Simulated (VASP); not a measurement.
# BN (Fm-3m) in VASP: a series of runs

BN is run at these levels: PBE0, PBE-based screened hybrid, HSE06; tasks: single point.

Program: VASP 6.6.1. These are calculated values, not measurements. Logs are shortened: lines on timing, memory, paths and dates and some standing lists are left out, and cuts for length are marked.

## (1) The cell of the first run

The structure is cubic, space group Fm-3m (No. 225). Conventional cell: a = 3.492 Å, b = 3.492 Å, c = 3.492 Å, α = 90.00°, β = 90.00°, γ = 90.00°. Within 2.3 Å of B (site symmetry m-3m) lie 6 N at 1.75 Å. N (site symmetry m-3m) has 6 B at 1.75 Å within 2.3 Å.

## (2) Single point, PBE0

Contents of POSCAR:

```
BN
1.0
    0.0000000000      1.7458259346      1.7458259346
    1.7458259346      0.0000000000      1.7458259346
    1.7458259346      1.7458259346      0.0000000000
B N
1 1
Direct
    0.0000000000      0.0000000000      0.0000000000
    0.5000000000      0.5000000000      0.5000000000
```

Contents of INCAR.step1:

```
PREC = Accurate
ENCUT = 520
EDIFF = 1E-5
ISMEAR = 0
SIGMA = 0.01
LREAL = F
LASPH = T
NELM = 60
ALGO = Normal
ISIF = 2
LWAVE = T
LCHARG = F
NBANDS = 11
GGA = PE
```

Contents of INCAR.step2:

```
PREC = Accurate
ENCUT = 520
EDIFF = 1E-6
ISMEAR = 0
SIGMA = 0.01
LREAL = F
LASPH = T
NELM = 60
ALGO = Normal
ISIF = 2
LWAVE = F
LCHARG = F
GGA = PE
LHFCALC = T
AEXX = 0.25
PRECFOCK = Normal
NBANDS = 11
ISTART = 1
```

Contents of KPOINTS:

```
regular mesh
0
Gamma
  6 6 6
```

Potentials or basis: VASP PAW PBE potentials, release 64 (B, N).

Launch:

```sh
cat potpaw_PBE.64/B/POTCAR potpaw_PBE.64/N/POTCAR > POTCAR
cp INCAR.step1 INCAR
mpirun -np 1 vasp_std > vasp.out
cp INCAR.step2 INCAR
mpirun -np 1 vasp_std > vasp.out
```

OUTCAR:

```text
PREC = Accurate
   ENCUT = 520
   EDIFF = 1E-6
   ISMEAR = 0
   LREAL = F
   LASPH = T
   NELM = 60
   ISIF = 2
   GGA = PE
   LHFCALC = T
   AEXX = 0.25
   PRECFOCK = Normal
   ISTART = 1

 ion  position               nearest neighbor table
   1  0.000  0.000  0.000-   2 1.75   2 1.75   2 1.75   2 1.75   2 1.75   2 1.75
   2  0.500  0.500  0.500-   1 1.75   1 1.75   1 1.75   1 1.75   1 1.75   1 1.75

  LATTYP: Found a face centered cubic cell.
 ALAT       =     3.4916518692

  Lattice vectors:

 A1 = (   0.0000000000,   1.7458259346,   1.7458259346)
 A2 = (   1.7458259346,   0.0000000000,   1.7458259346)
 A3 = (   1.7458259346,   1.7458259346,   0.0000000000)

Analysis of symmetry for initial positions (statically):
=====================================================================
 Subroutine PRICEL returns:
 Original cell was already a primitive cell.

 Routine SETGRP: Setting up the symmetry group for a
 face centered cubic supercell.

 Subroutine GETGRP returns: Found 48 space group operations
 (whereof 48 operations were pure point group operations)
 out of a pool of 48 trial point group operations.

The static configuration has the point symmetry O_h .

Analysis of symmetry for dynamics (positions and initial velocities):
=====================================================================
 Subroutine PRICEL returns:
 Original cell was already a primitive cell.

 Routine SETGRP: Setting up the symmetry group for a
 face centered cubic supercell.

 Subroutine GETGRP returns: Found 48 space group operations
 (whereof 48 operations were pure point group operations)
 out of a pool of 48 trial point group operations.

The dynamic configuration has the point symmetry O_h .

 Subroutine INISYM returns: Found 48 space group operations
 (whereof 48 operations are pure point group operations),
 and found     1 'primitive' translations

----------------------------------------------------------------------------------------

                                     Primitive cell

  volume of cell :      10.6422

  direct lattice vectors                    reciprocal lattice vectors
     0.000000000  1.745825935  1.745825935    -0.286397395  0.286397395  0.286397395
     1.745825935  0.000000000  1.745825935     0.286397395 -0.286397395  0.286397395
     1.745825935  1.745825935  0.000000000     0.286397395  0.286397395 -0.286397395

  length of vectors
     2.468970714  2.468970714  2.468970714     0.496054840  0.496054840  0.496054840

  position of ions in fractional coordinates (direct lattice)
     0.000000000  0.000000000  0.000000000
     0.500000000  0.500000000  0.500000000

  ion indices of the primitive-cell ions
   primitive index   ion index
                 1           1
                 2           2

----------------------------------------------------------------------------------------

 KPOINTS: regular mesh

Automatic generation of k-mesh.
 Grid dimensions read from file:
 generate k-points for:    6    6    6

 Generating k-lattice:

  Cartesian coordinates                     Fractional coordinates (reciprocal lattice)
    -0.047732899  0.047732899  0.047732899     0.166666667  0.000000000  0.000000000
     0.047732899 -0.047732899  0.047732899     0.000000000  0.166666667  0.000000000
     0.047732899  0.047732899 -0.047732899     0.000000000  0.000000000  0.166666667

  Length of vectors
     0.082675807  0.082675807  0.082675807

  Shift w.r.t. Gamma in fractional coordinates (k-lattice)
     0.000000000  0.000000000  0.000000000

 Subroutine IBZKPT returns following result:
 ===========================================

 Found     16 irreducible k-points:

 Following reciprocal coordinates:
            Coordinates               Weight
  0.000000  0.000000  0.000000      1.000000
  0.166667  0.000000  0.000000      8.000000
  0.333333  0.000000  0.000000      8.000000
  0.500000  0.000000  0.000000      4.000000
  0.166667  0.166667  0.000000      6.000000
  0.333333  0.166667  0.000000     24.000000
[... 8 lines left out ...]
 -0.333333  0.333333  0.166667     24.000000
 -0.333333  0.500000  0.166667     12.000000
   k-points           NKPTS =     16   k-points in BZ     NKDIM =    216   number of bands    NBANDS=     11
   number of dos      NEDOS =    301   number of ions     NIONS =      2
   total plane-waves  NPLWV =   5832
   dimension x,y,z NGX =    18 NGY =   18 NGZ =   18
   dimension x,y,z NGXF=    36 NGYF=   36 NGZF=   36
   ions per type =               1   1
   NGX,Y,Z   is equivalent  to a cutoff of  12.12, 12.12, 12.12 a.u.
   NGXF,Y,Z  is equivalent  to a cutoff of  24.24, 24.24, 24.24 a.u.
 SYSTEM =  unknown system
   PREC   = accura    normal or accurate (medium, high low for compatibility)
   ISTART =      1    job   : 0-new  1-cont  2-samecut
   ICHARG =      0    charge: 1-file 2-atom 10-const
   ISPIN  =      1    spin polarized calculation?
   LNONCOLLINEAR =      F non collinear calculations
   LSORBIT =      F    spin-orbit coupling
   LASPH  =      T    aspherical Exc in radial PAW
   ENCUT  =  520.0 eV  38.22 Ry    6.18 a.u.   4.59  4.59  4.59*2*pi/ulx,y,z
   NELM   =     60;   NELMIN=  2; NELMDL=  0     # of ELM steps
   EDIFF  = 0.1E-05   stopping-criterion for ELM
   LREAL  =      F    real-space projection
   EDIFFG = 0.1E-04   stopping-criterion for IOM
   NSW    =      0    number of steps for IOM
   IBRION =     -1    ionic relax: 0-MD 1-quasi-New 2-CG
   NFREE  =      0    steps in history (QN), initial steepest desc. (CG)
   ISIF   =      2    stress and relaxation
   ISYM   =      3    0-nonsym 1-usesym 2-fastsym
   POTIM  = 0.5000    time-step for ionic-motion
   TEBEG  =    0.0;   TEEND  =   0.0 temperature during run
   PSTRESS=    0.0 pullay stress
   NELECT =       8.0000    total number of electrons
   NUPDOWN=      -1.0000    fix difference up-down
   EMIN   =  10.00;   EMAX   =-10.00  energy-range for DOS
   EFERMI =   0.00;   METHOD = LEGACY
   ISMEAR =     0;   SIGMA  =   0.01  broadening in eV -4-tet -1-fermi 0-gaus
   EFERMI_NEDOS =   21; number of points for ismear=-14 and -15
   IALGO  =     38    algorithm
   IMIX   =      1    mixing-type and parameters
     AMIX     =   0.40;   BMIX     =  1.00
     AMIX_MAG =   1.60;   BMIX_MAG =  1.00
  volume/ion in A,a.u.               =       5.32        35.91
  Fermi-wavevector in a.u.,A,eV,Ry     =   1.488540  2.812933 30.147133  2.215752
  Thomas-Fermi vector in A             =   2.601562
   LORBIT       =      0    0 simple, 1 ext, 2 COOP (PROOUT), +10 PAW based schemes
   GGA     = PE    functional components
   LHFCALC =     T    Hartree Fock is set to
   PRECFOCK=normal    Normal, Fast or Accurate (Low or Medium for compatibility)
   ENCUT4O =  -1.0   cutoff for four orbital integrals eV
   NKREDX  =     1    reduce k-point grid by
   NKREDY  =     1    reduce k-point grid by
   NKREDZ  =     1    reduce k-point grid by
   AEXX    =    0.2500 exact exchange contribution
   HFSCREEN=    0.0000 screening length (either q_TF or 0.3 A-1)
   HFSCREENC=   0.0000 screening length for correlation (either q_TF or 0.3 A-1)
   ENCUTFOCK=  -1.0 apply spherical cutoff to Coloumb kernel
   IVDW    =     0    specifies the selected vdW correction
   LEPSILON=     F    determine dielectric tensor
   LRPA    =     F    only Hartree local field effects (RPA)
 non-spin polarized calculation
 Gauss-broadening in eV      SIGMA  =   0.01
  energy-cutoff  :      520.00
  volume of cell :       10.64
 maximum number of plane-waves:       302
  NGX = 14; NGY = 14; NGZ = 14

 number of electron       7.9999998 magnetization

 Free energy of the ion-electron system (eV)
  ---------------------------------------------------
  ext. energy  EPLUGINS =         0.00000000
  ---------------------------------------------------
  free energy    TOTEN  =       -17.52593774 eV

  energy without entropy =      -17.52593774  energy(sigma->0) =      -17.52593774

 E-fermi :   9.5836     XC(G=0): -10.7845

 val. band max:        9.4593716659   @ k =  -0.1667   0.1667   0.0000
 cond. band min:      12.4100604092   @ k =   0.5000   0.5000   0.0000
 fundamental gap:      2.9506887433
 Fermi energy:         9.5835657653

 k-point     1 :       0.0000    0.0000    0.0000
  band No.  band energies     occupation
      1     -15.2742      2.00000
      2       8.3764      2.00000
      3       8.3764      2.00000
      4       8.3764      2.00000
      5      21.1067      0.00000
      6      24.3224      0.00000
      7      24.3224      0.00000
      8      24.3224      0.00000
      9      30.2506      0.00000
     10      30.2506      0.00000
     11      30.2506      0.00000

 k-point     2 :       0.1667    0.0000    0.0000
  band No.  band energies     occupation
      1     -14.4358      2.00000
      2       5.1581      2.00000
      3       8.3613      2.00000
      4       8.3613      2.00000
      5      21.2568      0.00000
      6      21.8409      0.00000
      7      21.8409      0.00000
      8      24.3028      0.00000
      9      29.4201      0.00000
     10      32.2544      0.00000
     11      32.2544      0.00000

 k-point     3 :       0.3333    0.0000    0.0000
  band No.  band energies     occupation
      1     -12.0472      2.00000
      2      -0.6832      2.00000
      3       8.5134      2.00000
      4       8.5134      2.00000
      5      18.2678      0.00000
      6      18.2678      0.00000
      7      19.6331      0.00000
      8      25.6226      0.00000
      9      31.8122      0.00000
     10      37.5642      0.00000
     11      37.5642      0.00000

 k-point     4 :       0.5000    0.0000    0.0000
  band No.  band energies     occupation
      1      -9.6791      2.00000
      2      -4.4359      2.00000
      3       8.7134      2.00000
      4       8.7134      2.00000
      5      16.7220      0.00000
      6      16.7220      0.00000
      7      18.9253      0.00000
      8      26.0505      0.00000
      9      34.8582      0.00000
     10      40.5633      0.00000
     11      44.1781      0.00000

 k-point     5 :       0.1667    0.1667    0.0000
  band No.  band energies     occupation
      1     -14.1502      2.00000
      2       6.7242      2.00000
      3       6.7242      2.00000
      4       7.0347      2.00000
      5      18.4654      0.00000
      6      22.9355      0.00000
      7      24.5551      0.00000
      8      24.5551      0.00000
      9      25.5705      0.00000
     10      35.0817      0.00000
     11      35.0817      0.00000
[... 99 lines left out ...]
 k-point    13 :       0.5000    0.5000    0.0000
  band No.  band energies     occupation
      1      -6.6626      2.00000
      2      -3.5958      2.00000
      3       3.2210      2.00000
      4       3.2210      2.00000
      5      12.4101      0.00000
      6      20.1512      0.00000
      7      27.1293      0.00000
      8      27.1293      0.00000
      9      28.9137      0.00000
     10      45.0952      0.00000
     11      47.7898      0.00000

 k-point    14 :       0.5000    0.3333    0.1667
  band No.  band energies     occupation
      1      -9.9257      2.00000
      2       0.2868      2.00000
      3       1.8834      2.00000
      4       5.3966      2.00000
      5      16.2982      0.00000
      6      20.8773      0.00000
      7      24.7373      0.00000
      8      26.2100      0.00000
      9      28.3850      0.00000
     10      39.7297      0.00000
     11      42.6180      0.00000

 k-point    15 :      -0.3333    0.3333    0.1667
  band No.  band energies     occupation
      1      -7.6929      2.00000
      2      -2.4666      2.00000
      3       1.2841      2.00000
      4       3.9832      2.00000
      5      18.2253      0.00000
      6      18.9543      0.00000
      7      25.3936      0.00000
      8      27.1682      0.00000
      9      32.2635      0.00000
     10      33.1357      0.00000
     11      47.3384      0.00000

 k-point    16 :      -0.3333    0.5000    0.1667
  band No.  band energies     occupation
      1      -6.5264      2.00000
      2      -2.4009      2.00000
      3       0.7807      2.00000
      4       2.0997      2.00000
      5      15.9415      0.00000
      6      22.7850      0.00000
      7      24.3470      0.00000
      8      27.9361      0.00000
      9      28.5846      0.00000
     10      37.0139      0.00000
     11      51.4431      0.00000

------------------------ aborting loop because EDIFF is reached ----------------------------------------

  FORCE on cell =-STRESS in cart. coord.  units (eV):
  Direction    XX          YY          ZZ          XY          YZ          ZX
  --------------------------------------------------------------------------------------
  -------------------------------------------------------------------------------------
  Total       -0.5582321     -0.5582321     -0.5582321      0.0000000      0.0000000     -0.0000000
  in kB      -84.0412698    -84.0412698    -84.0412698      0.0000000      0.0000000     -0.0000000
  external PRESSURE =     -84.0412698 kB  Pullay stress =       0.0000000 kB

 VOLUME and BASIS-vectors are now :
 -----------------------------------------------------------------------------
  energy-cutoff  :      520.00
  volume of cell :       10.64
      direct lattice vectors                 reciprocal lattice vectors
     0.000000000  1.745825935  1.745825935    -0.286397395  0.286397395  0.286397395
     1.745825935  0.000000000  1.745825935     0.286397395 -0.286397395  0.286397395
     1.745825935  1.745825935  0.000000000     0.286397395  0.286397395 -0.286397395

 POSITION                                       TOTAL-FORCE (eV/Angst)
 -----------------------------------------------------------------------------------
      0.00000      0.00000      0.00000         0.000000      0.000000      0.000000
      1.74583      1.74583      1.74583        -0.000000     -0.000000     -0.000000
 -----------------------------------------------------------------------------------
    total drift:                                0.000000     -0.000000      0.000000

  FREE ENERGIE OF THE ION-ELECTRON SYSTEM (eV)
  ---------------------------------------------------
  free  energy   TOTEN  =       -17.5259377370 eV

  energy  without entropy=      -17.5259377370  energy(sigma->0) =      -17.52593774
```

Run time: 93 s. Hardware: 1 thread of Intel Xeon 6975P-C, shared host; peak memory 0.12 GiB.

What came out:

```
Free energy            : -17.5259 eV
Pressure               : -8.4 GPa
Band gap on the k mesh : 2.95 eV, indirect (least direct gap 8.01 eV)
```

Caveat: the k points lie up to 0.52 Å⁻¹ apart; the PAW data sets were made with another functional, which shifts forces and pressure a little.

## (3) Single point, PBE-based screened hybrid

POSCAR is that of step 2.

Contents of INCAR.step1:

```
SYSTEM = BN
PREC = Accurate
ENCUT = 520
EDIFF = 1E-5
ISMEAR = 0
SIGMA = 0.01
LREAL = .FALSE.
LASPH = .TRUE.
NELM = 60
ALGO = Normal
ISIF = 2
LWAVE = .TRUE.
LCHARG = .FALSE.
NBANDS = 11
GGA = PE
```

Contents of INCAR.step2:

```
SYSTEM = BN
PREC = Accurate
ENCUT = 520
EDIFF = 1E-6
ISMEAR = 0
SIGMA = 0.01
LREAL = .FALSE.
LASPH = .TRUE.
NELM = 60
ALGO = Normal
ISIF = 2
LWAVE = .FALSE.
LCHARG = .FALSE.
GGA = PE
LHFCALC = .TRUE.
AEXX = 1.0
HFSCREEN = 0.2078
PRECFOCK = Normal
NBANDS = 11
ISTART = 1
ALDAC = 1.0
AGGAC = 1.0
```

Contents of KPOINTS:

```
regular mesh
0
G
  6 6 6
  0 0 0
```

Potentials or basis: VASP PAW PBE potentials, release 64 (B, N).

Launch:

```sh
cat potpaw_PBE.64/B/POTCAR potpaw_PBE.64/N/POTCAR > POTCAR
cp INCAR.step1 INCAR
mpirun -np 1 vasp_std > vasp.out
cp INCAR.step2 INCAR
mpirun -np 1 vasp_std > vasp.out
```

Wall time 2.4 min (1 thread of Intel Xeon 6975P-C, shared host); peak memory 0.22 GiB.

The run converged. Its results:

| Quantity | Value |
| --- | --- |
| Free energy | -24.9201 eV |
| Pressure | -39.8 GPa |
| Band gap on the k mesh | 5.69 eV, indirect (least direct gap 11.93 eV) |

Levels at points of the mesh, in eV from the valence-band top:
```
           k point  band 1  band 2  band 3  band 4  band 5  band 6  band 7  band 8  band 9
(0.00, 0.00, 0.00)  -30.78   -1.30   -1.30   -1.30   16.34   20.51   20.51   20.51   24.74
(0.50, 0.00, 0.00)  -24.09  -17.12   -0.94   -0.94   10.99   10.99   13.46   22.34   30.92
(0.50, 0.50, 0.00)  -20.57  -15.88   -7.59   -7.59    5.69   13.72   23.99   23.99   26.19
```

Caveat: the k points lie up to 0.52 Å⁻¹ apart; the PAW data sets were made with another functional, which shifts forces and pressure a little. A k mesh can miss the band edges.

(Part 1 of 2 ends here.)
